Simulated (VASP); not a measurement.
A run of VASP 6.6.1 is set up as follows.

File INCAR:

```
PREC = Accurate
ENCUT = 520
EDIFF = 1E-7
ISMEAR = -1
SIGMA = 0.1
LREAL = F
LASPH = T
NELM = 60
ALGO = Normal
ISIF = 2
LWAVE = F
LCHARG = T
GGA = B5
ALDAX = 1.0
AGGAX = 1.0
AGGAC = 1.0
ALDAC = 0.0
LELF = T
LVHAR = T
NBANDS = 13
```

Contents of KPOINTS:

```
regular mesh
0
Gamma
  12 12 12
```

File POSCAR:

```
Sn
1.0
    0.0000000000      2.4216182407      2.4216182407
    2.4216182407      0.0000000000      2.4216182407
    2.4216182407      2.4216182407      0.0000000000
Sn
1
Direct
    0.0000000000      0.0000000000      0.0000000000
```

Potentials or basis: VASP PAW PBE potentials, release 64 (Sn_d).

Launch:

```console
$ cat potpaw_PBE.64/Sn_d/POTCAR > POTCAR
$ mpirun -np 1 vasp_std > vasp.out
```

Task: Estimate the pressure.

Result: 3.6 GPa.

Task: Predict the band gap on the k mesh.

Result: Zero (band 7 reaches 15.21 eV, above the bottom of band 8 at 6.31 eV).

Caveat: the PAW data sets were made with another functional, which shifts forces and pressure a little; spin-orbit coupling is left out, which moves the levels of the heavy elements.
